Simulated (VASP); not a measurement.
A run of VASP 6.6.1 is set up as follows.

File INCAR:

```
SYSTEM = LiSi16
ALGO = Normal
EDIFF = 1E-7
ENCUT = 520
GGA = PS
ISIF = 2
ISMEAR = 0
LASPH = .TRUE.
LCHARG = .TRUE.
LELF = .TRUE.
LREAL = Auto
LVHAR = .TRUE.
LWAVE = .FALSE.
NBANDS = 48
NELECT = 66.0
NELM = 100
PREC = Accurate
SIGMA = 0.05
```

Contents of KPOINTS:

```
k-points
0
G
  2 2 2
  0 0 0
```

POSCAR

```
LiSi16
1.0
    0.0000000000      5.4300000000      5.4300000000
    5.4300000000      0.0000000000      5.4300000000
    5.4300000000      5.4300000000      0.0000000000
Si Li
16 1
Direct
   -0.0316735727      0.0105188766      0.0105424494
    0.1199205341      0.1188479742      0.1188663904
    0.0049617864     -0.0172951197      0.5061358195
    0.1199294659      0.1188502762      0.6422909761
    0.0049592081      0.5061170350     -0.0172730203
    0.1199324125      0.6422679558      0.1188694291
    0.0049483425      0.5061140884      0.5061323204
    0.1565052486      0.6144571823      0.6144783610
    0.4939487109     -0.0008558932     -0.0008395028
    0.5964625230      0.1344798343      0.1344988029
    0.4939571823     -0.0008547882      0.5076824125
    0.6309311234      0.1173290976      0.6258427256
    0.4939609576      0.5076633517     -0.0008390424
    0.6309284530      0.6258264273      0.1173481584
    0.5283626151      0.4905121547      0.4905302026
    0.6309152855      0.6258283610      0.6258445672
    1.0624375691      0.3124791897      0.3125023941
```

Potentials or basis: VASP PAW PBE potentials, release 64 (Si, Li_sv).

The run is started by

```console
$ cat potpaw_PBE.64/Si/POTCAR potpaw_PBE.64/Li_sv/POTCAR > POTCAR
$ mpirun -np 1 vasp_std > vasp.out
```

Task: Predict the largest force.

Result: 0.029 eV/Å.

Forces in eV/Å, atoms in the order of the input:
```
Si   0.017 -0.017 -0.017
Si   0.004  0.000  0.000
Si  -0.002  0.001  0.004
Si   0.000 -0.004  0.000
Si  -0.002  0.004  0.001
Si   0.000  0.000 -0.004
Si  -0.004  0.002  0.002
Si  -0.016  0.016  0.016
Si  -0.007 -0.004 -0.004
Si  -0.010  0.010  0.010
Si   0.004  0.007 -0.004
Si  -0.002  0.002 -0.006
Si   0.004 -0.004  0.007
Si  -0.002 -0.006  0.002
Si   0.009 -0.009 -0.009
Si   0.006  0.002  0.002
Li   0.001 -0.002 -0.002
```

Caveat: the k points lie up to 0.50 Å⁻¹ apart; the cell carries a net charge on a neutralising background, which shifts energy and pressure; the PAW data sets were made with another functional, which shifts forces and pressure a little.
